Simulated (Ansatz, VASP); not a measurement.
## Co in VASP and in Ansatz

```
Co
1.0
     4.34084    0.00000    0.00000
     0.00000    4.34084    0.00000
     0.00000    0.00000    4.34084
Co
8
Direct
  0.00000 0.00000 0.00000
  0.50000 0.50000 0.50000
  0.25000 0.00000 0.50000
  0.75000 0.00000 0.50000
  0.50000 0.25000 0.00000
  0.50000 0.75000 0.00000
  0.00000 0.50000 0.25000
  0.00000 0.50000 0.75000
```

Alike in both runs: functional r2SCAN; k mesh 6 × 6 × 6; occupations fermi-dirac, width 0.1 eV; no spin polarisation.

Ansatz relaxed the structure, and its values are those at the end. VASP's run is a single point on that final structure, the one shown.

|  | VASP | Ansatz |
| --- | --- | --- |
| version | VASP 6.6.1 | Ansatz 0.2.0 |
| potentials or method | VASP PAW PBE potentials, release 64 (Co), cutoff 520 eV | plane waves (500 eV) with PAW, scalar-relativistic |
| valence electrons in the cell | 72 | 136 |

|  | VASP | Ansatz | Ansatz less VASP |
| --- | --- | --- | --- |
| pressure (GPa) | 0.2 | 0.0 | -0.22 |

VASP's potentials were made for PBE, not for r2SCAN. VASP's potentials hold 72 valence electrons a cell and Ansatz's 136, so a difference there can come from the potentials and not from the codes.
